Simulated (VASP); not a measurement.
# TlHgBr3 (Pm-3m) in VASP: single point with r2SCAN+rVV10

Aim: the single point of TlHgBr3 with r2SCAN+rVV10.

Program: VASP 6.6.1. These are calculated values, not measurements. Logs are shortened: lines on timing, memory, paths and dates and some standing lists are left out, and cuts for length are marked.

## Step 1: The cell of the first run

Symmetry: Pm-3m, No. 221, cubic system. The conventional cell has a = 5.474 Å, b = 5.474 Å, c = 5.474 Å, α = 90.00°, β = 90.00°, γ = 90.00°. Within 5.1 Å of Tl (site symmetry m-3m) lie 12 Br at 3.87 Å and 8 Hg at 4.74 Å. Within 3.6 Å of Hg (site symmetry m-3m) lie 6 Br at 2.74 Å. Br (site symmetry 4/mmm) has 2 Hg at 2.74 Å within 3.6 Å.

## Step 2: Single point, r2SCAN+rVV10

Contents of POSCAR:

```
TlHgBr3
1.0
    5.4741527780      0.0000000000      0.0000000000
    0.0000000000      5.4741527780      0.0000000000
    0.0000000000      0.0000000000      5.4741527780
Tl Hg Br
1 1 3
Direct
    0.0000000000      0.0000000000      0.0000000000
    0.5000000000      0.5000000000      0.5000000000
    0.5000000000      0.5000000000      0.0000000000
    0.5000000000      0.0000000000      0.5000000000
    0.0000000000      0.5000000000      0.5000000000
```

Contents of INCAR.step1:

```
  PREC = Accurate
  ENCUT = 520
  ISMEAR = -1
  SIGMA = 0.03
  LREAL = F
  LASPH = T
  NELM = 80
  NBANDS = 31
  GGA = PE
  ALGO = Normal
  EDIFF = 1E-4
  LWAVE = T
  LCHARG = F
```

Contents of INCAR.step2:

```
  PREC = Accurate
  ENCUT = 520
  EDIFF = 1E-7
  ISMEAR = -1
  SIGMA = 0.03
  LREAL = F
  LASPH = T
  NELM = 80
  ALGO = Normal
  ISIF = 2
  LWAVE = F
  LCHARG = T
  METAGGA = R2SCAN
  LMIXTAU = T
  LUSE_VDW = T
  IVDW_NL = 2
  BPARAM = 11.95
  CPARAM = 0.0093
  LELF = T
  LVHAR = T
  NBANDS = 31
  ISTART = 1
```

Contents of KPOINTS:

```
Automatic mesh
0
Gamma
  6 6 6
```

Potentials or basis: VASP PAW PBE potentials, release 64 (Tl_d, Hg, Br).

On the command line:

```sh
$ cat potpaw_PBE.64/Tl_d/POTCAR potpaw_PBE.64/Hg/POTCAR potpaw_PBE.64/Br/POTCAR > POTCAR
$ cp INCAR.step1 INCAR
$ mpirun -np 1 vasp_std > vasp.out
$ cp INCAR.step2 INCAR
$ mpirun -np 1 vasp_std > vasp.out
```

OUTCAR:

```text
PREC = Accurate
   ENCUT = 520
   EDIFF = 1E-7
   ISMEAR = -1
   LREAL = F
   LASPH = T
   NELM = 80
   ISIF = 2
   METAGGA = R2SCAN
   IVDW_NL = 2
   BPARAM = 11.95
   ISTART = 1

 ion  position               nearest neighbor table
   1  0.000  0.000  0.000-
   2  0.500  0.500  0.500-   3 2.74   4 2.74   5 2.74   3 2.74   4 2.74   5 2.74
   3  0.500  0.500  0.000-   2 2.74   2 2.74
   4  0.500  0.000  0.500-   2 2.74   2 2.74
   5  0.000  0.500  0.500-   2 2.74   2 2.74

  LATTYP: Found a simple cubic cell.
 ALAT       =     5.4741527780

  Lattice vectors:

 A1 = (   5.4741527780,   0.0000000000,   0.0000000000)
 A2 = (   0.0000000000,   5.4741527780,   0.0000000000)
 A3 = (   0.0000000000,   0.0000000000,   5.4741527780)

Analysis of symmetry for initial positions (statically):
=====================================================================
 Subroutine PRICEL returns:
 Original cell was already a primitive cell.

 Routine SETGRP: Setting up the symmetry group for a
 simple cubic supercell.

 Subroutine GETGRP returns: Found 48 space group operations
 (whereof 48 operations were pure point group operations)
 out of a pool of 48 trial point group operations.

The static configuration has the point symmetry O_h .

Analysis of symmetry for dynamics (positions and initial velocities):
=====================================================================
 Subroutine PRICEL returns:
 Original cell was already a primitive cell.

 Routine SETGRP: Setting up the symmetry group for a
 simple cubic supercell.

 Subroutine GETGRP returns: Found 48 space group operations
 (whereof 48 operations were pure point group operations)
 out of a pool of 48 trial point group operations.

The dynamic configuration has the point symmetry O_h .

 Subroutine INISYM returns: Found 48 space group operations
 (whereof 48 operations are pure point group operations),
 and found     1 'primitive' translations

----------------------------------------------------------------------------------------

                                     Primitive cell

  volume of cell :     164.0404

  direct lattice vectors                    reciprocal lattice vectors
     5.474152778  0.000000000  0.000000000     0.182676670  0.000000000  0.000000000
     0.000000000  5.474152778  0.000000000     0.000000000  0.182676670  0.000000000
     0.000000000  0.000000000  5.474152778     0.000000000  0.000000000  0.182676670

  length of vectors
     5.474152778  5.474152778  5.474152778     0.182676670  0.182676670  0.182676670

  position of ions in fractional coordinates (direct lattice)
     0.000000000  0.000000000  0.000000000
     0.500000000  0.500000000  0.500000000
     0.500000000  0.500000000  0.000000000
     0.500000000  0.000000000  0.500000000
     0.000000000  0.500000000  0.500000000

  ion indices of the primitive-cell ions
   primitive index   ion index
                 1           1
                 2           2
                 3           3
                 4           4
                 5           5

----------------------------------------------------------------------------------------

 KPOINTS: Automatic mesh

Automatic generation of k-mesh.
 Grid dimensions read from file:
 generate k-points for:    6    6    6

 Generating k-lattice:

  Cartesian coordinates                     Fractional coordinates (reciprocal lattice)
     0.030446112  0.000000000  0.000000000     0.166666667  0.000000000  0.000000000
     0.000000000  0.030446112  0.000000000     0.000000000  0.166666667  0.000000000
     0.000000000  0.000000000  0.030446112     0.000000000  0.000000000  0.166666667

  Length of vectors
     0.030446112  0.030446112  0.030446112

  Shift w.r.t. Gamma in fractional coordinates (k-lattice)
     0.000000000  0.000000000  0.000000000

 Subroutine IBZKPT returns following result:
 ===========================================

 Found     20 irreducible k-points:

 Following reciprocal coordinates:
            Coordinates               Weight
  0.000000  0.000000  0.000000      1.000000
  0.166667  0.000000  0.000000      6.000000
  0.333333  0.000000  0.000000      6.000000
  0.500000  0.000000  0.000000      3.000000
  0.166667  0.166667  0.000000     12.000000
  0.333333  0.166667  0.000000     24.000000
[... 12 lines left out ...]
  0.500000  0.500000  0.333333      6.000000
  0.500000  0.500000  0.500000      1.000000
   k-points           NKPTS =     20   k-points in BZ     NKDIM =     20   number of bands    NBANDS=     31
   number of dos      NEDOS =    301   number of ions     NIONS =      5
   total plane-waves  NPLWV =  74088
   dimension x,y,z NGX =    42 NGY =   42 NGZ =   42
   dimension x,y,z NGXF=    84 NGYF=   84 NGZF=   84
   ions per type =               1   1   3
   NGX,Y,Z   is equivalent  to a cutoff of  12.76, 12.76, 12.76 a.u.
   NGXF,Y,Z  is equivalent  to a cutoff of  25.51, 25.51, 25.51 a.u.
 SYSTEM =  unknown system
   PREC   = accura    normal or accurate (medium, high low for compatibility)
   ISTART =      1    job   : 0-new  1-cont  2-samecut
   ICHARG =      0    charge: 1-file 2-atom 10-const
   ISPIN  =      1    spin polarized calculation?
   LNONCOLLINEAR =      F non collinear calculations
   LSORBIT =      F    spin-orbit coupling
   LASPH  =      T    aspherical Exc in radial PAW
   ENCUT  =  520.0 eV  38.22 Ry    6.18 a.u.  10.18 10.18 10.18*2*pi/ulx,y,z
   NELM   =     80;   NELMIN=  2; NELMDL=  0     # of ELM steps
   EDIFF  = 0.1E-06   stopping-criterion for ELM
   LREAL  =      F    real-space projection
   EDIFFG = 0.1E-05   stopping-criterion for IOM
   NSW    =      0    number of steps for IOM
   IBRION =     -1    ionic relax: 0-MD 1-quasi-New 2-CG
   NFREE  =      0    steps in history (QN), initial steepest desc. (CG)
   ISIF   =      2    stress and relaxation
   ISYM   =      2    0-nonsym 1-usesym 2-fastsym
   POTIM  = 0.5000    time-step for ionic-motion
   TEBEG  =    0.0;   TEEND  =   0.0 temperature during run
   PSTRESS=    0.0 pullay stress
   NELECT =      46.0000    total number of electrons
   NUPDOWN=      -1.0000    fix difference up-down
   EMIN   =  10.00;   EMAX   =-10.00  energy-range for DOS
   EFERMI =   0.00;   METHOD = LEGACY
   ISMEAR =    -1;   SIGMA  =   0.03  broadening in eV -4-tet -1-fermi 0-gaus
   EFERMI_NEDOS =   21; number of points for ismear=-14 and -15
   IALGO  =     38    algorithm
   IMIX   =      4    mixing-type and parameters
     AMIX     =   0.40;   BMIX     =  1.00
     AMIX_MAG =   1.60;   BMIX_MAG =  1.00
  volume/ion in A,a.u.               =      32.81       221.40
  Fermi-wavevector in a.u.,A,eV,Ry     =   1.071545  2.024927 15.622336  1.148209
  Thomas-Fermi vector in A             =   2.207289
   LORBIT       =      0    0 simple, 1 ext, 2 COOP (PROOUT), +10 PAW based schemes
   METAGGA = R2SCAN    functional components
   LHFCALC =     F    Hartree Fock is set to
   AEXX    =    0.0000 exact exchange contribution
   IVDW_NL    =     2    kernel type
   BPARAM     =11.9500
   IVDW    =     0    specifies the selected vdW correction
   LEPSILON=     F    determine dielectric tensor
   LRPA    =     F    only Hartree local field effects (RPA)
 non-spin polarized calculation
  energy-cutoff  :      520.00
  volume of cell :      164.04
 maximum number of plane-waves:      4468
 NGX is ok and might be reduce to    42
   NGX = 21   NGY = 21   NGZ = 21

 number of electron      45.9999995 magnetization

 Free energy of the ion-electron system (eV)
  ---------------------------------------------------
  ext. energy  EPLUGINS =         0.00000000
  ---------------------------------------------------
  free energy    TOTEN  =      -144.15255806 eV

  energy without entropy =     -144.14891175  energy(sigma->0) =     -144.15073490

 E-fermi :   0.8065     XC(G=0):  -8.9705

 val. band max:        0.7740423232   @ k =   0.5000   0.5000   0.5000
 cond. band min:       0.8110139874   @ k =   0.1667   0.0000   0.0000
 fundamental gap:      0.0369716643
 Fermi energy:         0.8065258894

 k-point     1 :       0.0000    0.0000    0.0000
  band No.  band energies     occupation
      1     -14.2488      2.00000
      2     -13.6599      2.00000
      3     -13.6599      2.00000
      4     -10.1345      2.00000
      5     -10.1345      2.00000
      6     -10.1325      2.00000
[... 23 lines left out ...]
     30       8.4645      0.00000
     31       8.8282      0.00000

 k-point     2 :       0.1667    0.0000    0.0000
  band No.  band energies     occupation
      1     -14.2072      2.00000
      2     -13.6708      2.00000
      3     -13.6584      2.00000
      4     -10.1361      2.00000
      5     -10.1335      2.00000
      6     -10.1335      2.00000
[... 23 lines left out ...]
     30       8.9366      0.00000
     31       9.1811      0.00000

 k-point     3 :       0.3333    0.0000    0.0000
  band No.  band energies     occupation
      1     -14.1132      2.00000
      2     -13.7020      2.00000
      3     -13.6554      2.00000
      4     -10.1392      2.00000
      5     -10.1354      2.00000
      6     -10.1354      2.00000
[... 23 lines left out ...]
     30       9.2505      0.00000
     31       9.4282      0.00000

 k-point     4 :       0.5000    0.0000    0.0000
  band No.  band energies     occupation
      1     -14.0570      2.00000
      2     -13.7259      2.00000
      3     -13.6539      2.00000
      4     -10.1407      2.00000
      5     -10.1364      2.00000
      6     -10.1364      2.00000
[... 499 lines left out ...]
     30       7.9161      0.00000
     31      10.1143      0.00000

 k-point    19 :       0.5000    0.5000    0.3333
  band No.  band energies     occupation
      1     -13.7502      2.00000
      2     -13.7121      2.00000
      3     -13.7121      2.00000
      4     -10.1320      2.00000
      5     -10.1304      2.00000
      6     -10.1286      2.00000
[... 23 lines left out ...]
     30       7.4620      0.00000
     31      10.5272      0.00000

 k-point    20 :       0.5000    0.5000    0.5000
  band No.  band energies     occupation
      1     -13.7111      2.00000
      2     -13.7111      2.00000
      3     -13.7111      2.00000
      4     -10.1302      2.00000
      5     -10.1302      2.00000
      6     -10.1260      2.00000
[... 23 lines left out ...]
     30       6.5506      0.00000
     31      10.1633      0.00000

------------------------ aborting loop because EDIFF is reached ----------------------------------------

  FORCE on cell =-STRESS in cart. coord.  units (eV):
  Direction    XX          YY          ZZ          XY          YZ          ZX
  --------------------------------------------------------------------------------------
  -------------------------------------------------------------------------------------
  Total        0.3185662      0.3185662      0.3185662     -0.0000000     -0.0000000      0.0000000
  in kB        3.1114261      3.1114261      3.1114261     -0.0000000     -0.0000000      0.0000000
  external PRESSURE =       3.1114261 kB  Pullay stress =       0.0000000 kB

 VOLUME and BASIS-vectors are now :
 -----------------------------------------------------------------------------
  energy-cutoff  :      520.00
  volume of cell :      164.04
      direct lattice vectors                 reciprocal lattice vectors
     5.474152778  0.000000000  0.000000000     0.182676670  0.000000000  0.000000000
     0.000000000  5.474152778  0.000000000     0.000000000  0.182676670  0.000000000
     0.000000000  0.000000000  5.474152778     0.000000000  0.000000000  0.182676670

 POSITION                                       TOTAL-FORCE (eV/Angst)
 -----------------------------------------------------------------------------------
      0.00000      0.00000      0.00000         0.000000      0.000000      0.000000
      2.73708      2.73708      2.73708         0.000000      0.000000      0.000000
      2.73708      2.73708      0.00000         0.000000      0.000000      0.000000
      2.73708      0.00000      2.73708         0.000000      0.000000      0.000000
      0.00000      2.73708      2.73708         0.000000      0.000000      0.000000
 -----------------------------------------------------------------------------------
    total drift:                                0.000000     -0.000000     -0.000000

  FREE ENERGIE OF THE ION-ELECTRON SYSTEM (eV)
  ---------------------------------------------------
  free  energy   TOTEN  =      -144.1525580610 eV

  energy  without entropy=     -144.1489117458  energy(sigma->0) =     -144.15073490
```

Wall time 15 min (1 thread of Oxide Virtual Turin-like, shared host); peak memory 0.58 GiB.

Results:

- Free energy: -144.1526 eV
- Pressure: 0.3 GPa
- Band gap on the k mesh: zero (band 23 reaches 0.77 eV, above the bottom of band 24 at -0.24 eV)

Caveat: the PAW data sets were made with another functional, which shifts forces and pressure a little; spin-orbit coupling is left out, which moves the levels of the heavy elements.
